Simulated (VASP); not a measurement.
A run of VASP 6.6.1 is set up as follows.

The input INCAR:

```
SYSTEM = B3N2Cl
ALGO = Normal
EDIFF = 1E-6
ENCUT = 520
GGA = PE
ISIF = 2
ISMEAR = 0
ISPIN = 2
LASPH = .TRUE.
LCHARG = .TRUE.
LELF = .TRUE.
LORBIT = 11
LREAL = .FALSE.
LVHAR = .TRUE.
LWAVE = .FALSE.
MAGMOM = 0 0 0 1 1 0
NBANDS = 26
NELM = 150
PREC = Accurate
SIGMA = 0.1
```

File KPOINTS:

```
k-points
0
G
  6 6 4
  0 0 0
```

POSCAR

```
B3N2Cl
1.0
    4.2221922690     -0.0000000030      0.0000000000
   -2.1110961319      3.6565257661      0.0000000000
    0.0000000000      0.0000000000      6.3921668420
B N Cl
3 2 1
Direct
    0.0000000000      0.0000000000      0.7634288747
    0.0000000000      0.0000000000      0.2365711253
    0.0000000000      0.0000000000      0.0000000000
    0.3333333333      0.6666666667      0.5000000000
    0.6666666667      0.3333333333      0.5000000000
    0.0000000000      0.0000000000      0.5000000000
```

Potentials or basis: VASP PAW PBE potentials, release 64 (B, N, Cl).

Command:

```console
$ cat potpaw_PBE.64/B/POTCAR potpaw_PBE.64/N/POTCAR potpaw_PBE.64/Cl/POTCAR > POTCAR
$ mpirun -np 1 vasp_std > vasp.out
```

Task: Estimate the net moment.

Result: 2.79 μB per cell.

Task: Estimate the largest force.

Result: 0.005 eV/Å.

Task: Predict the site moments.

Result: B +0.02, +0.21 (each value once); N +0.80; Cl +0.07 μB.

Forces on the atoms (eV/Å):
```
B    0.000  0.000  0.005
B    0.000  0.000 -0.005
B    0.000  0.000  0.000
N    0.000  0.000  0.000
N    0.000  0.000  0.000
Cl   0.000  0.000  0.000
```
